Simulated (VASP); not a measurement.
# Rh (P6_3/mmc) in VASP: notebook

The runs below take Rh through single point, with PBE.

Program: VASP 6.6.1. These are calculated values, not measurements. Logs are shortened: lines on timing, memory, paths and dates and some standing lists are left out, and cuts for length are marked.

## Step 1: The cell of the first run

It takes space group P6_3/mmc (No. 194, hexagonal). Conventional cell: a = 2.617 Å, b = 2.617 Å, c = 4.244 Å, α = 90.00°, β = 90.00°, γ = 120.00°. Within 3.4 Å of Rh (site symmetry -6m2) lie 12 Rh at 2.60 to 2.62 Å.

## Step 2: Single point, PBE

INCAR

```
SYSTEM = Rh
PREC = Accurate
ENCUT = 520
EDIFF = 1E-6
ISMEAR = -1
SIGMA = 0.1
LREAL = .False.
LASPH = .True.
NELM = 80
ALGO = Normal
ISIF = 2
LWAVE = .False.
LCHARG = .False.
GGA = PE
NBANDS = 22
```

KPOINTS

```
regular mesh
0
Gamma
  10 10 5
  0 0 0
```

POSCAR

```
Rh
1.0
    2.6170534020      0.0000000000      0.0000000000
   -1.3085271801      2.2664345459      0.0000000000
    0.0000000000      0.0000000000      4.2437500263
Rh
2
Direct
    0.6666666667      0.3333333333      0.7500000000
    0.3333333333      0.6666666667      0.2500000000
```

Potentials or basis: VASP PAW PBE potentials, release 64 (Rh_pv).

On the command line:

```bash
cat potpaw_PBE.64/Rh_pv/POTCAR > POTCAR
mpirun -np 1 vasp_std > vasp.out
```

OUTCAR:

```text
SYSTEM = Rh
   PREC = Accurate
   ENCUT = 520
   EDIFF = 1E-6
   ISMEAR = -1
   LREAL = .False.
   LASPH = .True.
   NELM = 80
   ISIF = 2
   GGA = PE

 ion  position               nearest neighbor table
   1  0.667  0.333  0.750-   2 2.60   2 2.60   2 2.60   2 2.60   2 2.60   2 2.60
   2  0.333  0.667  0.250-   1 2.60   1 2.60   1 2.60   1 2.60   1 2.60   1 2.60

  LATTYP: Found a hexagonal cell.
 ALAT       =     2.6170534020
 C/A-ratio  =     1.6215756328

  Lattice vectors:

 A1 = (   2.6170534020,   0.0000000000,   0.0000000000)
 A2 = (  -1.3085271801,   2.2664345459,   0.0000000000)
 A3 = (   0.0000000000,   0.0000000000,   4.2437500263)

Analysis of symmetry for initial positions (statically):
=====================================================================
 Subroutine PRICEL returns:
 Original cell was already a primitive cell.

 Routine SETGRP: Setting up the symmetry group for a
 hexagonal supercell.

 Subroutine GETGRP returns: Found 24 space group operations
 (whereof 12 operations were pure point group operations)
 out of a pool of 24 trial point group operations.

The static configuration has the point symmetry D_3d.
 The point group associated with its full space group is D_6h.

Analysis of symmetry for dynamics (positions and initial velocities):
=====================================================================
 Subroutine PRICEL returns:
 Original cell was already a primitive cell.

 Routine SETGRP: Setting up the symmetry group for a
 hexagonal supercell.

 Subroutine GETGRP returns: Found 24 space group operations
 (whereof 12 operations were pure point group operations)
 out of a pool of 24 trial point group operations.

The dynamic configuration has the point symmetry D_3d.
 The point group associated with its full space group is D_6h.

 Subroutine INISYM returns: Found 24 space group operations
 (whereof 12 operations are pure point group operations),
 and found     1 'primitive' translations

----------------------------------------------------------------------------------------

                                     Primitive cell

  volume of cell :      25.1713

  direct lattice vectors                    reciprocal lattice vectors
     2.617053402  0.000000000  0.000000000     0.382109131  0.220610908  0.000000000
    -1.308527180  2.266434546  0.000000000     0.000000000  0.441221654  0.000000000
     0.000000000  0.000000000  4.243750026     0.000000000  0.000000000  0.235640647

  length of vectors
     2.617053402  2.617053483  4.243750026     0.441221668  0.441221654  0.235640647

  position of ions in fractional coordinates (direct lattice)
     0.666666667  0.333333333  0.750000000
     0.333333333  0.666666667  0.250000000

  ion indices of the primitive-cell ions
   primitive index   ion index
                 1           1
                 2           2

----------------------------------------------------------------------------------------

 KPOINTS: regular mesh

Automatic generation of k-mesh.
 Grid dimensions read from file:
 generate k-points for:   10   10    5

 Generating k-lattice:

  Cartesian coordinates                     Fractional coordinates (reciprocal lattice)
     0.038210913  0.022061091  0.000000000     0.100000000  0.000000000  0.000000000
     0.000000000  0.044122165  0.000000000     0.000000000  0.100000000  0.000000000
     0.000000000  0.000000000  0.047128129     0.000000000  0.000000000  0.200000000

  Length of vectors
     0.044122167  0.044122165  0.047128129

  Shift w.r.t. Gamma in fractional coordinates (k-lattice)
     0.000000000  0.000000000  0.000000000

 Subroutine IBZKPT returns following result:
 ===========================================

 Found     42 irreducible k-points:

 Following reciprocal coordinates:
            Coordinates               Weight
  0.000000  0.000000  0.000000      1.000000
  0.100000 -0.000000  0.000000      6.000000
  0.200000 -0.000000  0.000000      6.000000
  0.300000 -0.000000  0.000000      6.000000
  0.400000 -0.000000  0.000000      6.000000
  0.500000  0.000000  0.000000      3.000000
[... 16 lines left out ...]
  0.300000  0.100000  0.200000     24.000000
  0.400000  0.100000  0.200000     24.000000
 [... further k-points ...]
   k-points           NKPTS =     42   k-points in BZ     NKDIM =     42   number of bands    NBANDS=     22
   number of dos      NEDOS =    301   number of ions     NIONS =      2
   total plane-waves  NPLWV =  12800
   dimension x,y,z NGX =    20 NGY =   20 NGZ =   32
   dimension x,y,z NGXF=    40 NGYF=   40 NGZF=   64
   ions per type =               2
   NGX,Y,Z   is equivalent  to a cutoff of  12.70, 12.70, 12.54 a.u.
   NGXF,Y,Z  is equivalent  to a cutoff of  25.41, 25.41, 25.07 a.u.
 SYSTEM =  Rh
   PREC   = accura    normal or accurate (medium, high low for compatibility)
   ISTART =      0    job   : 0-new  1-cont  2-samecut
   ICHARG =      2    charge: 1-file 2-atom 10-const
   ISPIN  =      1    spin polarized calculation?
   LNONCOLLINEAR =      F non collinear calculations
   LSORBIT =      F    spin-orbit coupling
   LASPH  =      T    aspherical Exc in radial PAW
   ENCUT  =  520.0 eV  38.22 Ry    6.18 a.u.   4.87  4.87  7.89*2*pi/ulx,y,z
   NELM   =     80;   NELMIN=  2; NELMDL= -5     # of ELM steps
   EDIFF  = 0.1E-05   stopping-criterion for ELM
   LREAL  =      F    real-space projection
   EDIFFG = 0.1E-04   stopping-criterion for IOM
   NSW    =      0    number of steps for IOM
   IBRION =     -1    ionic relax: 0-MD 1-quasi-New 2-CG
   NFREE  =      0    steps in history (QN), initial steepest desc. (CG)
   ISIF   =      2    stress and relaxation
   ISYM   =      2    0-nonsym 1-usesym 2-fastsym
   POTIM  = 0.5000    time-step for ionic-motion
   TEBEG  =    0.0;   TEEND  =   0.0 temperature during run
   PSTRESS=    0.0 pullay stress
   NELECT =      30.0000    total number of electrons
   NUPDOWN=      -1.0000    fix difference up-down
   EMIN   =  10.00;   EMAX   =-10.00  energy-range for DOS
   EFERMI =   0.00;   METHOD = LEGACY
   ISMEAR =    -1;   SIGMA  =   0.10  broadening in eV -4-tet -1-fermi 0-gaus
   EFERMI_NEDOS =   21; number of points for ismear=-14 and -15
   IALGO  =     38    algorithm
   IMIX   =      4    mixing-type and parameters
     AMIX     =   0.40;   BMIX     =  1.00
     AMIX_MAG =   1.60;   BMIX_MAG =  1.00
  volume/ion in A,a.u.               =      12.59        84.93
  Fermi-wavevector in a.u.,A,eV,Ry     =   1.735722  3.280038 40.990672  3.012729
  Thomas-Fermi vector in A             =   2.809273
   LORBIT       =      0    0 simple, 1 ext, 2 COOP (PROOUT), +10 PAW based schemes
   GGA     = PE    functional components
   LHFCALC =     F    Hartree Fock is set to
   AEXX    =    0.0000 exact exchange contribution
   IVDW    =     0    specifies the selected vdW correction
   LEPSILON=     F    determine dielectric tensor
   LRPA    =     F    only Hartree local field effects (RPA)
 non-spin polarized calculation
  energy-cutoff  :      520.00
  volume of cell :       25.17
 maximum number of plane-waves:       692
 NGX is ok and might be reduce to    20
   NGX =  9   NGY =  9   NGZ = 15

 number of electron      29.9999995 magnetization

 Free energy of the ion-electron system (eV)
  ---------------------------------------------------
  ext. energy  EPLUGINS =         0.00000000
  ---------------------------------------------------
  free energy    TOTEN  =       -14.15244706 eV

  energy without entropy =      -14.05122319  energy(sigma->0) =      -14.10183512

 E-fermi :  13.7097     XC(G=0): -14.6078

 val. band max:       13.6998406865   @ k =   0.3000   0.1000   0.4000
 cond. band min:      13.7465222325   @ k =   0.4000  -0.0000   0.0000
 fundamental gap:      0.0466815459
 Fermi energy:        13.7097420018

 k-point     1 :       0.0000    0.0000    0.0000
  band No.  band energies     occupation
      1     -33.9097      2.00000
      2     -33.0464      2.00000
      3     -33.0464      2.00000
      4     -32.9063      2.00000
      5     -32.9063      2.00000
      6     -32.9018      2.00000
[... 14 lines left out ...]
     21      31.8408      0.00000
     22      32.6410      0.00000

 k-point     2 :       0.1000   -0.0000    0.0000
  band No.  band energies     occupation
      1     -33.8785      2.00000
      2     -33.1181      2.00000
      3     -33.0694      2.00000
      4     -32.9803      2.00000
      5     -32.9175      2.00000
      6     -32.9144      2.00000
[... 14 lines left out ...]
     21      32.2819      0.00000
     22      33.0640      0.00000

 k-point     3 :       0.2000   -0.0000    0.0000
  band No.  band energies     occupation
      1     -33.7911      2.00000
      2     -33.3056      2.00000
      3     -33.1692      2.00000
      4     -33.1273      2.00000
      5     -32.9529      2.00000
      6     -32.9484      2.00000
[... 14 lines left out ...]
     21      32.2443      0.00000
     22      33.0265      0.00000

 k-point     4 :       0.3000   -0.0000    0.0000
  band No.  band energies     occupation
      1     -33.6664      2.00000
      2     -33.5371      2.00000
      3     -33.3936      2.00000
      4     -33.1958      2.00000
      5     -33.0171      2.00000
      6     -32.9888      2.00000
[... 14 lines left out ...]
     21      30.3342      0.00000
     22      30.3411      0.00000

 k-point     5 :       0.4000   -0.0000    0.0000
  band No.  band energies     occupation
      1     -33.7235      2.00000
      2     -33.5688      2.00000
      3     -33.5371      2.00000
      4     -33.2495      2.00000
      5     -33.0971      2.00000
      6     -33.0227      2.00000
[... 417 lines left out ...]
 k-point    22 :       0.2000    0.1000    0.2000
  band No.  band energies     occupation
      1     -33.6951      2.00000
      2     -33.3996      2.00000
      3     -33.3441      2.00000
      4     -33.1642      2.00000
      5     -33.0262      2.00000
      6     -32.9997      2.00000
[... 14 lines left out ...]
     21      30.3309      0.00000
     22      31.2101      0.00000

 k-point    23 :       0.3000    0.1000    0.2000
  band No.  band energies     occupation
      1     -33.7177      2.00000
      2     -33.5734      2.00000
      3     -33.4165      2.00000
      4     -33.2380      2.00000
      5     -33.0891      2.00000
      6     -33.0429      2.00000
[... 14 lines left out ...]
     21      28.5427      0.00000
     22      29.5982      0.00000

 k-point    24 :       0.4000    0.1000    0.2000
  band No.  band energies     occupation
      1     -33.8037      2.00000
      2     -33.6677      2.00000
      3     -33.3907      2.00000
      4     -33.2670      2.00000
      5     -33.1444      2.00000
      6     -33.0775      2.00000
[... 14 lines left out ...]
     21      27.2749      0.00000
     22      28.9952      0.00000

 [... further k-points ...]

------------------------ aborting loop because EDIFF is reached ----------------------------------------

  FORCE on cell =-STRESS in cart. coord.  units (eV):
  Direction    XX          YY          ZZ          XY          YZ          ZX
  --------------------------------------------------------------------------------------
  -------------------------------------------------------------------------------------
  Total        6.1453483      6.1453473      6.2637241     -0.0000013      0.0000000      0.0000000
  in kB      391.1573736    391.1573104    398.6921133     -0.0000827      0.0000000      0.0000000
  external PRESSURE =     393.6689324 kB  Pullay stress =       0.0000000 kB

 VOLUME and BASIS-vectors are now :
 -----------------------------------------------------------------------------
  energy-cutoff  :      520.00
  volume of cell :       25.17
      direct lattice vectors                 reciprocal lattice vectors
     2.617053402  0.000000000  0.000000000     0.382109131  0.220610908  0.000000000
    -1.308527180  2.266434546  0.000000000     0.000000000  0.441221654  0.000000000
     0.000000000  0.000000000  4.243750026     0.000000000  0.000000000  0.235640647

 POSITION                                       TOTAL-FORCE (eV/Angst)
 -----------------------------------------------------------------------------------
      1.30853      0.75548      3.18281        -0.000000      0.000000      0.000000
     -0.00000      1.51096      1.06094         0.000000     -0.000000      0.000000
 -----------------------------------------------------------------------------------
    total drift:                                0.000000     -0.000000      0.000000

  FREE ENERGIE OF THE ION-ELECTRON SYSTEM (eV)
  ---------------------------------------------------
  free  energy   TOTEN  =       -14.1524470575 eV

  energy  without entropy=      -14.0512231921  energy(sigma->0) =      -14.10183512
```

Run time: 49 s. Hardware: 1 thread of Intel Xeon 8259CL, shared host; peak memory 0.15 GiB.

What came out:

```
Free energy            : -14.1524 eV
Pressure               : 39.4 GPa
Band gap on the k mesh : zero (band 15 reaches 14.45 eV, above the bottom of band 16 at 11.79 eV)
```

Levels at points of the mesh, in eV from the Fermi level:
| k point | band 13 | band 14 | band 15 | band 16 | band 17 | band 18 |
| --- | --- | --- | --- | --- | --- | --- |
| (0.00, 0.00, 0.00) | -2.89 | -2.17 | -2.17 | 0.16 | 0.16 | 0.61 |
| (0.50, 0.00, 0.00) | -2.44 | 0.52 | 0.74 | 0.87 | 3.35 | 5.66 |

## Step 3: Single point, PBE

This run uses another cell than the first one, of 13.16 Å³/atom, 1.045 times its volume.

INCAR

```
PREC = Accurate
ENCUT = 520
EDIFF = 1E-7
ISMEAR = -1
SIGMA = 0.1
LREAL = False
LASPH = True
NELM = 100
ALGO = Normal
ISIF = 2
LWAVE = False
LCHARG = False
GGA = PE
NBANDS = 22
```

KPOINTS

```
regular mesh
0
Gamma
  10 10 5
```

POSCAR

```
Rh
1.0
    2.6561196600      0.0000000000      0.0000000000
   -1.3280603163      2.3002669151      0.0000000000
    0.0000000000      0.0000000000      4.3070989184
Rh
2
Direct
    0.6666666667      0.3333333333      0.7500000000
    0.3333333333      0.6666666667      0.2500000000
```

Potentials or basis: VASP PAW PBE potentials, release 64 (Rh_pv).

On the command line:

```bash
cat potpaw_PBE.64/Rh_pv/POTCAR > POTCAR
mpirun -np 1 vasp_std > vasp.out
```

Wall time 44 s (1 thread of Intel Xeon 8259CL, shared host); peak memory 0.14 GiB.

It converged, with:

| Item | Value |
| --- | --- |
| Free energy | -14.3685 eV |
| Pressure | 21.7 GPa |
| Band gap on the k mesh | zero (band 15 reaches 13.51 eV, above the bottom of band 16 at 11.04 eV) |

Stress tensor (GPa, compression positive):
```
21.56  0.00  0.00
 0.00 21.56  0.00
 0.00  0.00 21.88
```

Levels at points of the mesh, in eV from the Fermi level:
```tsv
k point	band 11	band 12	band 13	band 14	band 15	band 16	band 17	band 18	band 19	band 20
(0.00, 0.00, 0.00)	-3.26	-2.70	-2.70	-2.02	-2.02	0.16	0.16	0.66	9.05	15.88
(0.50, 0.00, 0.00)	-2.90	-2.40	-2.29	0.48	0.69	0.80	3.19	5.41	10.69	11.16
```
